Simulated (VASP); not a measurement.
Wanted: the native input for a VASP 6.6.1 run.

```
Task                   : single point
Functional             : PBE
Potentials or basis    : VASP PAW PBE potentials, release 64 (P, Ga_d, Sb)
Cutoff                 : 520 eV
k mesh                 : 6 × 4 × 4
Occupations            : fermi-dirac, width 0.02 eV
Spin                   : no spin polarisation
Dipole correction      : no
Further INCAR settings : ALGO = Normal; EDIFF = 1e-06; NBANDS = 46
```

The structure of Ga4Sb3P lies in POSCAR:

```
Ga4Sb3P
1.0
    4.1834313919      0.0000000000      0.0000000000
    0.0000000000      8.3759471249      0.0000000000
    0.0000000000      0.0000000000      5.8973721984
P Ga Sb
1 4 3
Direct
    0.0000000000      0.0000000000      0.0009804046
    0.5000000000      0.0000000000      0.7867032766
    0.0000000000      0.7712376391      0.2365421107
    0.5000000000      0.5000000000      0.7375027430
    0.0000000000      0.2287623609      0.2365421107
    0.5000000000      0.7611999578      0.5004266252
    0.0000000000      0.5000000000      0.0008761040
    0.5000000000      0.2388000422      0.5004266252
```

This cell differs from its parent crystal: volume changed by -6%.

One way to write it, as run:

INCAR

```
SYSTEM = Ga4Sb3P
PREC = Accurate
ENCUT = 520
EDIFF = 1E-6
ISMEAR = -1
SIGMA = 0.02
LREAL = .False.
LASPH = .True.
NELM = 80
ALGO = Normal
ISIF = 2
LWAVE = .False.
LCHARG = .False.
GGA = PE
NBANDS = 46
```

KPOINTS

```
Automatic mesh
0
Gamma
  6 4 4
  0 0 0
```

Potentials or basis: VASP PAW PBE potentials, release 64 (P, Ga_d, Sb).

Run with:

```bash
$ cat potpaw_PBE.64/P/POTCAR potpaw_PBE.64/Ga_d/POTCAR potpaw_PBE.64/Sb/POTCAR > POTCAR
$ mpirun -np 1 vasp_std > vasp.out
```

It gave:

The pressure is 3.6 GPa, the largest force is 0.104 eV/Å and the band gap on the k mesh is 0.09 eV, direct.

Caveat: spin-orbit coupling is left out, which moves the levels of the heavy elements.

It took 8.2 min on 1 thread of Oxide Virtual Turin-like Processor (shared host), peak memory 0.45 GiB.
